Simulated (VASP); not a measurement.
A run of VASP 6.6.1 is set up as follows.

The input INCAR:

```
PREC = Accurate
ENCUT = 600
EDIFF = 1E-6
ISMEAR = 0
SIGMA = 0.1
LREAL = False
LASPH = True
NELM = 80
ALGO = Normal
ISIF = 3
LWAVE = False
LCHARG = False
GGA = PE
IBRION = 2
NSW = 90
EDIFFG = -0.04
```

The input KPOINTS:

```
regular mesh
0
Gamma
  6 6 2
```

Contents of POSCAR:

```
ReB3
1.0
    2.8768649358      0.0000000000      0.0000000000
    0.1483258105      2.9034658914      0.0000000000
    0.0062070543      0.0096924203      7.8686834329
Re B
2 6
Direct
    0.6312662772      0.4695362581      0.2473028212
    0.6056815401      0.4816649755      0.7532226946
    0.0928546375      0.0144956461      0.3842380564
    0.0981063251      0.0085330227      0.8870699115
    0.1033544150      0.0148248172      0.1160219820
    0.0913853545      0.0165001097      0.6128361954
    0.1478175956      0.4983433896      0.0006489117
    0.2295338550      0.4961017812      0.4986594271
```

Potentials or basis: VASP PAW PBE potentials, release 64 (Re, B).

The run is started by

```sh
$ cat potpaw_PBE.64/Re/POTCAR potpaw_PBE.64/B/POTCAR > POTCAR
$ mpirun -np 1 vasp_std > vasp.out
```

(1) Predict the space group after relaxing (to 0.1 Å).

(2) Estimate the band gap on the k mesh.

(3) Predict the relaxed cell.

(4) Estimate the relaxed volume.

Results:

(1) Pmm2 (No. 25).

(2) zero (bands 16 and 17 overlap by 1.89 eV).

(3) a = 2.916 Å, b = 2.919 Å, c = 7.982 Å, α = 90.01°, β = 90.13°, γ = 89.99°.

(4) 8.49 Å³/atom.

Caveat: the k points lie up to 0.39 Å⁻¹ apart in the final cell, too coarse for converged energies and pressures of a metal; spin-orbit coupling is left out, which moves the levels of the heavy elements.
